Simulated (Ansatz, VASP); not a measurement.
**Two plane-wave programs on Ti12Si**

Contents of INCAR:

```
ALGO = Normal ; DIPOL = 0.5 0.5 0.309
EDIFF = 1E-6 ; ENCUT = 520
GGA = RP ; IDIPOL = 3
ISIF = 2 ; ISMEAR = 0
IVDW = 12 ; LASPH = T
LCHARG = T ; LDIPOL = T
LELF = T ; LREAL = F
LVACPOTAV = T ; LVHAR = T
LWAVE = F ; NBANDS = 86
NELM = 80 ; PREC = Accurate
SIGMA = 0.1
```

KPOINTS

```
k-points
0
Gamma
  6 6 1
```

POSCAR

```
Ti12Si
1.0
    5.7099611372      0.0000000000      0.0000000000
   -2.8549805686      4.9449713995      0.0000000000
    0.0000000000      0.0000000000     21.4932633465
Ti Si
12 1
Direct
    0.3333333333      0.1666666667      0.1861048244
    0.3333333333      0.6666666667      0.1861048244
    0.8333333333      0.1666666667      0.1861048244
    0.8333333333      0.6666666667      0.1861048244
    0.1666666667      0.3333333333      0.2907832195
    0.1666666667      0.8333333333      0.2907832195
    0.6666666667      0.3333333333      0.2907832195
    0.6666666667      0.8333333333      0.2907832195
    0.0000000000      0.0000000000      0.3951593208
    0.0000000000      0.5000000000      0.3951593208
    0.5000000000      0.0000000000      0.3951593208
    0.5000000000      0.5000000000      0.3951593208
    0.0833333333      0.1666666667      0.5347379391
```

Input for Ansatz:

```yaml
crystal:
  lattice:
    - [5.7099611372, 0.0, 0.0]
    - [-2.8549805686, 4.9449713995, 0.0]
    - [0.0, 0.0, 21.4932633465]
  atoms:
    - { symbol: Ti, position: [0.3333333333, 0.1666666667, 0.1861048244] }
    - { symbol: Ti, position: [0.3333333333, 0.6666666667, 0.1861048244] }
    - { symbol: Ti, position: [0.8333333333, 0.1666666667, 0.1861048244] }
    - { symbol: Ti, position: [0.8333333333, 0.6666666667, 0.1861048244] }
    - { symbol: Ti, position: [0.1666666667, 0.3333333333, 0.2907832195] }
    - { symbol: Ti, position: [0.1666666667, 0.8333333333, 0.2907832195] }
    - { symbol: Ti, position: [0.6666666667, 0.3333333333, 0.2907832195] }
    - { symbol: Ti, position: [0.6666666667, 0.8333333333, 0.2907832195] }
    - { symbol: Ti, position: [0.0, 0.0, 0.3951593208] }
    - { symbol: Ti, position: [0.0, 0.5, 0.3951593208] }
    - { symbol: Ti, position: [0.5, 0.0, 0.3951593208] }
    - { symbol: Ti, position: [0.5, 0.5, 0.3951593208] }
    - { symbol: Si, position: [0.0833333333, 0.1666666667, 0.5347379391] }
basis:
  ecutrho_ratio: 6
kpoints:
  mp_grid: { grid: [6, 6, 1] }
hamiltonian:
  xc: rpbe
  pseudopotentials: { kind: paw, azcp: { folder: soft_1 } }
  dispersion: d3bj
scf:
  occupations: { method: gaussian, width: 0.1 }
output:
  forces: true
  eigenvalues: true
efield:
  axis: 3
  dipole_correction: true
  ramp_width: 0.04
```

Alike in both runs: task single point; functional RPBE; dispersion D3(BJ); k mesh 6 × 6 × 1; occupations gaussian, width 0.1 eV; no spin polarisation.

|  | VASP | Ansatz |
| --- | --- | --- |
| version | VASP 6.6.1 | Ansatz 0.2.0 |
| potentials or method | VASP PAW PBE potentials, release 64 (Ti_sv, Si) | scalar-relativistic, plane waves, PAW |
| plane-wave cutoff (eV) | 520 | 420 |
| valence electrons in the cell | 148 | 148 |

```tsv
	VASP	Ansatz	Ansatz less VASP
gap on the k mesh at the Fermi level (eV)	none	none	-
rms of the force components (eV/Å)	0.689	0.683	-0.0058
```

VASP's potentials were made for PBE, not for RPBE. Atom by atom the forces differ by 0.007 eV/Å (rms over components). A gap of «none» marks a metal or a gap that the smearing closes.
